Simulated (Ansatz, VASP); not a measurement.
**One calculation of PbSe, two programs**

INCAR

```
SYSTEM = PbSe
ALGO     = Normal         ! electronic algorithm
EDIFF    = 1E-7           ! SCF threshold, eV
ENCUT    = 520            ! plane-wave cutoff, eV
GGA      = PE             ! functional
ISIF     = 2              ! what is computed and relaxed
ISMEAR   = -1             ! smearing method
LASPH    = .True.         ! aspherical terms in the spheres
LCHARG   = .True.         ! write CHGCAR
LELF     = .True.         ! ELF
LREAL    = .False.        ! projectors in reciprocal space
LVHAR    = .True.       
LWAVE    = .False.        ! write WAVECAR
NBANDS   = 17             ! bands
NELM     = 60             ! most SCF steps
PREC     = Accurate       ! precision mode
SIGMA    = 0.02           ! smearing width, eV
```

The input KPOINTS:

```
k-points
0
Gamma
  8 8 8
  0 0 0
```

POSCAR

```
PbSe
1.0
    0.0817476521      3.1704498723      3.1704498723
    3.1704498723      0.0817476521      3.1704498723
    3.1704498723      3.1704498723      0.0817476521
Pb Se
1 1
Direct
    0.0000000000      0.0000000000      0.0000000000
    0.5000000000      0.5000000000      0.5000000000
```

Input for Ansatz:

```yaml
crystal:
  lattice:
    - [0.0817476521, 3.1704498723, 3.1704498723]
    - [3.1704498723, 0.0817476521, 3.1704498723]
    - [3.1704498723, 3.1704498723, 0.0817476521]
  atoms:
    - { symbol: Pb, position: [0.0, 0.0, 0.0] }
    - { symbol: Se, position: [0.5, 0.5, 0.5] }
kpoints:
  mp_grid: { grid: [8, 8, 8] }
  band_path:
    path:
      - [0.0, 0.0, 0.0]
      - [0.5, 0.0, 0.5]
      - [0.625, 0.25, 0.625]
      - [0.375, 0.375, 0.75]
      - [0.5, 0.5, 0.5]
      - [0.5, 0.25, 0.75]
      - [0.0, 0.0, 0.5]
    npoints: 1
hamiltonian:
  xc: pbe
scf:
  occupations: { method: fermi_dirac, width: 0.02 }
  n_extra_bands: 4
output:
  forces: true
  stress: true
  eigenvalues: true
```

Change from the starting cell: shear_111 strain +4.0%.

Alike in both runs: task single point; functional PBE; k mesh 8 × 8 × 8; occupations fermi-dirac, width 0.02 eV; no spin polarisation.

|  | VASP | Ansatz |
| --- | --- | --- |
| version | VASP 6.6.1 | Ansatz 0.2.0 |
| potentials or method | VASP PAW PBE potentials, release 64 (Pb_d, Se) | plane waves, PAW |
| plane-wave cutoff (eV) | 520 | 420 |
| valence electrons in the cell | 20 | 30 |

|  | VASP | Ansatz | Ansatz less VASP |
| --- | --- | --- | --- |
| pressure (GPa) | -0.9 | -0.9 | +0.02 |
| traceless stress, the component that is largest in VASP (GPa) | -0.48 | -0.48 | 0.000 |

VASP's potentials hold 20 valence electrons a cell and Ansatz's 30, so a difference there can come from the potentials and not from the codes.

Spin-orbit coupling is off throughout.
